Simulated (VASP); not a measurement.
GaN, 2 atoms in the cell. Symmetry: F-43m, No. 216, cubic system. The conventional cell has a = 4.477 Å, b = 4.477 Å, c = 4.477 Å, α = 90.00°, β = 90.00°, γ = 90.00°. Ga (site symmetry -43m) has 4 N at 1.94 Å within 2.6 Å. N (site symmetry -43m) has 4 Ga at 1.94 Å within 2.6 Å. 

| Item | Value |
| --- | --- |
| Program | VASP 6.6.1 |
| Task | single point |
| Functional | r2SCANh |
| Potentials or basis | VASP PAW PBE potentials, release 64 (Ga_d, N_h) |
| Cutoff | 1080 eV |
| k mesh | 5 × 5 × 5 |
| Occupations | fermi-dirac, width 0.05 eV |
| Spin | no spin polarisation |
| Dipole correction | no |
| Grid for exact exchange (PRECFOCK) | Normal |
| Further INCAR settings | ALGO = Normal; EDIFF = 1e-06; NBANDS = 16 |
| Share of exact exchange | 0.1 |

Potentials or basis: VASP PAW PBE potentials, release 64 (Ga_d, N_h).

Command:

```sh
$ cat potpaw_PBE.64/Ga_d/POTCAR potpaw_PBE.64/N_h/POTCAR > POTCAR
$ cp INCAR.step1 INCAR
$ mpirun -np 1 vasp_std > vasp.out
$ cp INCAR.step2 INCAR
$ mpirun -np 1 vasp_std > vasp.out
```

Hardware: 1 thread of Intel(R) Xeon(R) 6975P-C (Granite Rapids), with other jobs on the host.

Question: How long does it take, and how much memory?

Answer: Run time: 16 min on 1 thread of Intel(R) Xeon(R) 6975P-C (Granite Rapids), on a shared host, peak memory 0.24 GiB. Counts: k points 10.
